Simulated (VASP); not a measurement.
Here is a VASP 6.6.1 calculation.

File INCAR:

```
ALGO     = Normal         # electronic algorithm
EDIFF    = 1E-6           # SCF threshold, eV
ENCUT    = 600            # plane-wave cutoff, eV
GGA      = PS             # functional
GGA_COMPAT= False        
ISIF     = 2              # what is computed and relaxed
ISMEAR   = 0              # smearing method
ISPIN    = 2              # spin polarisation
LASPH    = True           # aspherical terms in the spheres
LCHARG   = True           # write CHGCAR
LELF     = True           # ELF
LMAXMIX  = 6              # l up to which the mixer works
LORBIT   = 11             # projections on sites
LREAL    = False          # projectors in reciprocal space
LVHAR    = True         
LWAVE    = False          # write WAVECAR
MAGMOM   = 4 0            # initial moments
NBANDS   = 26             # bands
NELM     = 200            # most SCF steps
PREC     = Accurate       # precision mode
SIGMA    = 0.05           # smearing width, eV
```

File KPOINTS:

```
k-points
0
Gamma
  8 8 8
```

Contents of POSCAR:

```
PmBi
1.0
    0.0000000000      3.2200000000      3.2200000000
    3.2200000000      0.0000000000      3.2200000000
    3.2200000000      3.2200000000      0.0000000000
Pm Bi
1 1
Direct
    0.5000000000      0.5000000000      0.5000000000
    0.0000000000      0.0000000000      0.0000000000
```

Potentials or basis: VASP PAW PBE potentials, release 64 (Pm, Bi_d).

The run is started by

```console
$ cat potpaw_PBE.64/Pm/POTCAR potpaw_PBE.64/Bi_d/POTCAR > POTCAR
$ mpirun -np 1 vasp_std > vasp.out
```

(1) Estimate the net moment.

(2) What does it give for the site moments?

(3) Predict the pressure.

## Answers

(1) 4.29 μB per cell.

(2) Pm +4.28; Bi -0.09 μB.

(3) 0.2 GPa.

Caveat: the magnetic or orbital state may not be the lowest; the PAW data sets were made with another functional, which shifts forces and pressure a little.
